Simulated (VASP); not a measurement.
# InSb (F-43m) in VASP: further runs, part 2 of 2

VASP 6.6.1. Earlier steps stand in the parts before.

**3. Relaxation of cell and atoms, PBEsol**

This run uses another cell than the first one, of 33.98 Å³/atom, 0.962 times its volume.

The input, INCAR:

```
SYSTEM = InSb
PREC = Accurate
ENCUT = 600
EDIFF = 1E-6
ISMEAR = 0
SIGMA = 0.1
LREAL = .False.
LASPH = .True.
NELM = 100
ALGO = Normal
ISIF = 3
LWAVE = .False.
LCHARG = .False.
GGA = PS
IBRION = 2
NSW = 100
EDIFFG = -0.005
```

The input, KPOINTS:

```
regular mesh
0
Gamma
  12 12 12
  0 0 0
```

The input, POSCAR:

```
InSb
1.0
    0.0000000000      3.2391000000      3.2391000000
    3.2391000000      0.0000000000      3.2391000000
    3.2391000000      3.2391000000      0.0000000000
In Sb
1 1
Direct
    0.0000000000      0.0000000000      0.0000000000
    0.7500000000      0.7500000000      0.7500000000
```

Potentials or basis: VASP PAW PBE potentials, release 64 (In_d, Sb).

The run is started by

```
cat potpaw_PBE.64/In_d/POTCAR potpaw_PBE.64/Sb/POTCAR > POTCAR
mpirun -np 1 vasp_std > vasp.out
```

OUTCAR:

```text
SYSTEM = InSb
   PREC = Accurate
   ENCUT = 600
   EDIFF = 1E-6
   ISMEAR = 0
   LREAL = .False.
   LASPH = .True.
   NELM = 100
   ISIF = 3
   GGA = PS
   IBRION = 2
   NSW = 100
   EDIFFG = -0.005

 ion  position               nearest neighbor table
   1  0.000  0.000  0.000-   2 2.81   2 2.81   2 2.81   2 2.81
   2  0.750  0.750  0.750-   1 2.81   1 2.81   1 2.81   1 2.81

  LATTYP: Found a face centered cubic cell.
 ALAT       =     6.4782000000

  Lattice vectors:

 A1 = (   0.0000000000,   3.2391000000,   3.2391000000)
 A2 = (   3.2391000000,   0.0000000000,   3.2391000000)
 A3 = (   3.2391000000,   3.2391000000,   0.0000000000)

Analysis of symmetry for initial positions (statically):
=====================================================================
 Subroutine PRICEL returns:
 Original cell was already a primitive cell.

 Routine SETGRP: Setting up the symmetry group for a
 face centered cubic supercell.

 Subroutine GETGRP returns: Found 24 space group operations
 (whereof 24 operations were pure point group operations)
 out of a pool of 48 trial point group operations.

The static configuration has the point symmetry T_d .

Analysis of symmetry for dynamics (positions and initial velocities):
=====================================================================
 Subroutine PRICEL returns:
 Original cell was already a primitive cell.

 Routine SETGRP: Setting up the symmetry group for a
 face centered cubic supercell.

 Subroutine GETGRP returns: Found 24 space group operations
 (whereof 24 operations were pure point group operations)
 out of a pool of 48 trial point group operations.

The dynamic configuration has the point symmetry T_d .

 Subroutine INISYM returns: Found 24 space group operations
 (whereof 24 operations are pure point group operations),
 and found     1 'primitive' translations

----------------------------------------------------------------------------------------

                                     Primitive cell

  volume of cell :      67.9678

  direct lattice vectors                    reciprocal lattice vectors
     0.000000000  3.239100000  3.239100000    -0.154363867  0.154363867  0.154363867
     3.239100000  0.000000000  3.239100000     0.154363867 -0.154363867  0.154363867
     3.239100000  3.239100000  0.000000000     0.154363867  0.154363867 -0.154363867

  length of vectors
     4.580779150  4.580779150  4.580779150     0.267366060  0.267366060  0.267366060

  position of ions in fractional coordinates (direct lattice)
     0.000000000  0.000000000  0.000000000
     0.750000000  0.750000000  0.750000000

  ion indices of the primitive-cell ions
   primitive index   ion index
                 1           1
                 2           2

----------------------------------------------------------------------------------------

 KPOINTS: regular mesh

Automatic generation of k-mesh.
 Grid dimensions read from file:
 generate k-points for:   12   12   12

 Generating k-lattice:

  Cartesian coordinates                     Fractional coordinates (reciprocal lattice)
    -0.012863656  0.012863656  0.012863656     0.083333333  0.000000000  0.000000000
     0.012863656 -0.012863656  0.012863656     0.000000000  0.083333333  0.000000000
[... 45 lines left out ...]
   ions per type =               1   1
   NGX,Y,Z   is equivalent  to a cutoff of  14.52, 14.52, 14.52 a.u.
   NGXF,Y,Z  is equivalent  to a cutoff of  29.03, 29.03, 29.03 a.u.
 SYSTEM =  InSb
   PREC   = accura    normal or accurate (medium, high low for compatibility)
   ISTART =      0    job   : 0-new  1-cont  2-samecut
   ICHARG =      2    charge: 1-file 2-atom 10-const
   ISPIN  =      1    spin polarized calculation?
   LNONCOLLINEAR =      F non collinear calculations
   LSORBIT =      F    spin-orbit coupling
   LASPH  =      T    aspherical Exc in radial PAW
   ENCUT  =  600.0 eV  44.10 Ry    6.64 a.u.   9.15  9.15  9.15*2*pi/ulx,y,z
   NELM   =    100;   NELMIN=  2; NELMDL= -5     # of ELM steps
   EDIFF  = 0.1E-05   stopping-criterion for ELM
   LREAL  =      F    real-space projection
   EDIFFG = -.5E-02   stopping-criterion for IOM
   NSW    =    100    number of steps for IOM
   IBRION =      2    ionic relax: 0-MD 1-quasi-New 2-CG
   NFREE  =      1    steps in history (QN), initial steepest desc. (CG)
   ISIF   =      3    stress and relaxation
   ISYM   =      2    0-nonsym 1-usesym 2-fastsym
   POTIM  = 0.5000    time-step for ionic-motion
   TEBEG  =    0.0;   TEEND  =   0.0 temperature during run
   PSTRESS=    0.0 pullay stress
   NELECT =      18.0000    total number of electrons
   NUPDOWN=      -1.0000    fix difference up-down
   EMIN   =  10.00;   EMAX   =-10.00  energy-range for DOS
   EFERMI =   0.00;   METHOD = LEGACY
   ISMEAR =     0;   SIGMA  =   0.10  broadening in eV -4-tet -1-fermi 0-gaus
   EFERMI_NEDOS =   21; number of points for ismear=-14 and -15
   IALGO  =     38    algorithm
   IMIX   =      4    mixing-type and parameters
     AMIX     =   0.40;   BMIX     =  1.00
     AMIX_MAG =   1.60;   BMIX_MAG =  1.00
  volume/ion in A,a.u.               =      33.98       229.33
  Fermi-wavevector in a.u.,A,eV,Ry     =   1.051311  1.986690 15.037912  1.105255
  Thomas-Fermi vector in A             =   2.186349
   LORBIT       =      0    0 simple, 1 ext, 2 COOP (PROOUT), +10 PAW based schemes
   GGA     = PS    functional components
   LHFCALC =     F    Hartree Fock is set to
   AEXX    =    0.0000 exact exchange contribution
   IVDW    =     0    specifies the selected vdW correction
   LEPSILON=     F    determine dielectric tensor
   LRPA    =     F    only Hartree local field effects (RPA)
 conjugate gradient relaxation of ions
 non-spin polarized calculation
 Gauss-broadening in eV      SIGMA  =   0.10
  energy-cutoff  :      600.00
  volume of cell :       67.97
 maximum number of plane-waves:      2285
 NGX is ok and might be reduce to    40
   NGX = 19   NGY = 19   NGZ = 19

--------------------------------------- Ionic step        1  -------------------------------------------

 number of electron      18.0000001 magnetization

 Free energy of the ion-electron system (eV)
  ---------------------------------------------------
  ext. energy  EPLUGINS =         0.00000000
  ---------------------------------------------------
  free energy    TOTEN  =        -7.69734414 eV

  energy without entropy =       -7.69719946  energy(sigma->0) =       -7.69727180

------------------------ aborting loop because EDIFF is reached ----------------------------------------

  FORCE on cell =-STRESS in cart. coord.  units (eV):
  Direction    XX          YY          ZZ          XY          YZ          ZX
  --------------------------------------------------------------------------------------
  -------------------------------------------------------------------------------------
  Total        0.3715684      0.3715684      0.3715684      0.0000000      0.0000000      0.0000000
  in kB        8.7588349      8.7588349      8.7588349      0.0000000      0.0000000      0.0000000
  external PRESSURE =       8.7588349 kB  Pullay stress =       0.0000000 kB
[... 23 lines left out ...]
--------------------------------------- Ionic step        2  -------------------------------------------

 number of electron      17.9999998 magnetization

 E-fermi :   4.7438     XC(G=0):  -8.7571

 val. band max:        4.6869055027   @ k =   0.0000   0.0000   0.0000
 cond. band min:       5.1137070344   @ k =   0.5000   0.0000   0.0000
 fundamental gap:      0.4268015317
 Fermi energy:         4.7438207096

 k-point     1 :       0.0000    0.0000    0.0000
  band No.  band energies     occupation
      1      -9.7980      2.00000
      2      -9.7980      2.00000
      3      -9.7980      2.00000
      4      -9.7187      2.00000
      5      -9.7187      2.00000
      6      -5.8970      2.00000
      7       4.2770      2.00000
      8       4.6869      1.57912
      9       4.6869      1.57912
     10       4.6869      1.57912
     11       7.6214      0.00000
     12       7.6214      0.00000
     13       7.6214      0.00000
[... 403 lines left out ...]
--------------------------------------- Ionic step        3  -------------------------------------------

 number of electron      17.9999999 magnetization

 Free energy of the ion-electron system (eV)
  ---------------------------------------------------
  ext. energy  EPLUGINS =         0.00000000
  ---------------------------------------------------
  free energy    TOTEN  =        -7.70094996 eV

  energy without entropy =       -7.70080265  energy(sigma->0) =       -7.70087631

 E-fermi :   4.8178     XC(G=0):  -8.7875

 val. band max:        4.7615189145   @ k =   0.0000   0.0000   0.0000
 cond. band min:       5.2005001640   @ k =   0.5000   0.0000   0.0000
 fundamental gap:      0.4389812495
 Fermi energy:         4.8177724114

 k-point     1 :       0.0000    0.0000    0.0000
  band No.  band energies     occupation
      1      -9.7380      2.00000
      2      -9.7380      2.00000
      3      -9.7380      2.00000
      4      -9.6567      2.00000
      5      -9.6567      2.00000
      6      -5.8671      2.00000
      7       4.3923      2.00000
      8       4.7615      1.57370
      9       4.7615      1.57370
     10       4.7615      1.57370
     11       7.6952      0.00000
     12       7.6952      0.00000
     13       7.6952      0.00000
[... 397 lines left out ...]
  FREE ENERGIE OF THE ION-ELECTRON SYSTEM (eV)
  ---------------------------------------------------
  free  energy   TOTEN  =        -7.7009499645 eV

  energy  without entropy=       -7.7008026533  energy(sigma->0) =       -7.70087631

 reached required accuracy - stopping structural energy minimisation
```

OSZICAR:

```text
N       E                     dE             d eps       ncg     rms          rms(c)
DAV:   1     0.114907052754E+03    0.11491E+03   -0.86728E+03  1872   0.153E+03
[... 23 lines left out ...]
DAV:   1    -0.770962379407E+01   -0.91582E-02   -0.21945E-01  2357   0.937E+00    0.575E-01
DAV:   2    -0.770217819955E+01    0.74456E-02   -0.16746E-02  2252   0.297E+00    0.207E-01
DAV:   3    -0.770098402420E+01    0.11942E-02   -0.36903E-03  2497   0.124E+00    0.102E-01
DAV:   4    -0.770096210009E+01    0.21924E-04   -0.12056E-04  1912   0.109E-01    0.664E-02
DAV:   5    -0.770094894572E+01    0.13154E-04   -0.18700E-05  2341   0.432E-02    0.295E-02
DAV:   6    -0.770095026111E+01   -0.13154E-05   -0.50079E-06  2666   0.236E-02    0.492E-03
DAV:   7    -0.770094996451E+01    0.29661E-06   -0.30003E-07   961   0.104E-02
   3 F= -.77009500E+01 E0= -.77008763E+01  d E =-.360582E-02
```

It took 3.3 min on 1 thread of AMD EPYC 9R45 (Zen 5), shared host; peak memory 0.26 GiB.

Results:

* Free energy: -7.7009 eV
* Relaxed volume: 34.65 Å³/atom
* Relaxed cell: a = 4.611 Å, b = 4.611 Å, c = 4.611 Å, α = 60.00°, β = 60.00°, γ = 60.00°
* Space group after relaxing (to 0.05 Å): F-43m (No. 216)
* Energy gained by relaxing: 1.8 meV/atom
* Ionic steps: 3
* Pressure after relaxing: 0.0 GPa
* Band gap on the k mesh: zero (filled and empty bands touch)

Step by step:
```tsv
step	energy change (eV)	largest force (eV/Å)	pressure (GPa)	volume (Å³)
1	0.0000	0.0000	0.88	67.97
2	-0.0031	0.0000	-0.31	69.81
3	-0.0036	0.0000	-0.01	69.31
```

Final structure:
```yaml
crystal:
  lattice:
    - [0.00000, 3.26025, 3.26025]
    - [3.26025, 0.00000, 3.26025]
    - [3.26025, 3.26025, 0.00000]
  atoms:
    - { symbol: In, position: [0.00000, 0.00000, 0.00000] }
    - { symbol: Sb, position: [0.75000, 0.75000, 0.75000] }
```

Caveat: the PAW data sets were made with another functional, which shifts forces and pressure a little; spin-orbit coupling is left out, which moves the levels of the heavy elements. Zero-point motion and thermal expansion aren't in these numbers.
